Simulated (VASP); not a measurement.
Input of a VASP 6.6.1 run:

File INCAR:

```
  ALGO = Normal
  EDIFF = 1E-6
  EDIFFG = -0.01
  ENCUT = 600
  GGA = PE
  IBRION = 2
  ISIF = 4
  ISMEAR = 0
  LASPH = True
  LCHARG = False
  LREAL = False
  LWAVE = False
  NELM = 80
  NSW = 50
  PREC = Accurate
  SIGMA = 0.1
```

Contents of KPOINTS:

```
k-points
0
Gamma
  10 10 6
```

File POSCAR:

```
NbSN
1.0
    3.4194604275      0.0000000000      0.0000000000
    0.0000000000      3.4194604275      0.0000000000
    0.0000000000      0.0000000000      5.8594286469
Nb S N
2 2 2
Direct
    0.5000000000      0.0000000000      0.1898478639
    0.0000000000      0.5000000000      0.8101521361
    0.5000000000      0.0000000000      0.6174727925
    0.0000000000      0.5000000000      0.3825272075
    0.5000000000      0.5000000000      0.0000000000
    0.0000000000      0.0000000000      0.0000000000
```

Potentials or basis: VASP PAW PBE potentials, release 64 (Nb_sv, S, N).

Run with:

```sh
$ cat potpaw_PBE.64/Nb_sv/POTCAR potpaw_PBE.64/S/POTCAR potpaw_PBE.64/N/POTCAR > POTCAR
$ mpirun -np 1 vasp_std > vasp.out
```

Predict the band gap on the k mesh.

zero (band 24 reaches 12.33 eV, above the bottom of band 25 at 12.02 eV).

Final structure:
```yaml
crystal:
  lattice:
    - [3.41693, 0.00000, 0.00000]
    - [0.00000, 3.41693, 0.00000]
    - [0.00000, 0.00000, 5.86811]
  atoms:
    - { symbol: Nb, position: [0.50000, 0.00000, 0.19165] }
    - { symbol: Nb, position: [0.00000, 0.50000, 0.80835] }
    - { symbol: S, position: [0.50000, 0.00000, 0.61777] }
    - { symbol: S, position: [0.00000, 0.50000, 0.38223] }
    - { symbol: N, position: [0.50000, 0.50000, 0.00000] }
    - { symbol: N, position: [0.00000, 0.00000, 0.00000] }
```
